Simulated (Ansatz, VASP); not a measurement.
Two plane-wave programs on SrO

```
CELL_PARAMETERS angstrom
0.00000 2.58012 2.58012
2.58012 0.00000 2.58012
2.58012 2.58012 0.00000
ATOMIC_POSITIONS crystal
Sr 0.00000 0.00000 0.00000
O 0.50000 0.50000 0.50000
```

Alike in both runs: functional r2SCAN; k mesh 8 × 8 × 8; no spin polarisation.

Ansatz relaxed the structure, and its values are those at the end. VASP's run is a single point on that final structure, the one shown.

|  | VASP | Ansatz |
| --- | --- | --- |
| version | VASP 6.6.1 | Ansatz 0.2.0 |
| potentials or method | VASP PAW PBE potentials, release 64 (Sr_sv, O), cutoff 520 eV | scalar-relativistic, plane waves, PAW |
| occupations | gaussian, width 0.01 eV | fixed |
| valence electrons in the cell | 16 | 16 |

Ansatz gave:

| Item | Value |
| --- | --- |
| gap on the k mesh at the Fermi level (eV) | 3.80 |
| least direct gap on the mesh (eV) | 3.88 |
| pressure (GPa) | 0.0 |

Problem. Which values does VASP return?

Solution. gap on the k mesh at the Fermi level (eV): 3.75; least direct gap on the mesh (eV): 3.84; pressure (GPa): 0.5.

VASP's potentials were made for PBE, not for r2SCAN.
